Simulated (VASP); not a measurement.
NbRu3C: single point with LDA

NbRu3C:

```
Nb Ru C
1.0
     4.03785    0.00000    0.00000
     0.00000    4.03785    0.00000
     0.00000    0.00000    4.03785
Nb Ru C
1 3 1
Direct
  0.00000 0.00000 0.00000
  0.00000 0.50000 0.50000
  0.50000 0.00000 0.50000
  0.50000 0.50000 0.00000
  0.50000 0.50000 0.50000
```

```
Program                : VASP 6.6.1
Task                   : single point
Functional             : LDA
Potentials or basis    : VASP PAW LDA potentials, release 64 (Nb_sv, Ru_pv, C)
Cutoff                 : 520 eV
k mesh                 : 6 × 6 × 6
Occupations            : fermi-dirac, width 0.1 eV
Spin                   : no spin polarisation
Dipole correction      : no
Further INCAR settings : ALGO = Normal; EDIFF = 1e-06; NBANDS = 38
```

The pressure is -10.9 GPa.

Levels at points of the mesh, in eV from the Fermi level:
```tsv
k point	band 25	band 26	band 27	band 28	band 29	band 30	band 31	band 32	band 33	band 34
(0.00, 0.00, 0.00)	-2.63	-2.63	-1.40	-1.40	0.66	0.69	0.69	0.69	1.90	1.90
(0.50, 0.00, 0.00)	-2.00	-1.51	-1.43	-1.43	-0.76	-0.30	-0.30	0.56	0.70	0.93
(0.50, 0.50, 0.00)	-2.89	-2.89	-2.43	-1.66	-1.30	-0.93	0.39	0.39	0.46	1.73
(0.50, 0.50, 0.50)	-2.11	-2.11	0.25	0.25	0.25	0.45	0.45	0.45	1.22	1.22
```

Run time: 29 s on 1 thread of Intel(R) Xeon(R) Platinum 8559C (Emerald Rapids), with other jobs on the host, peak memory 0.18 GiB.
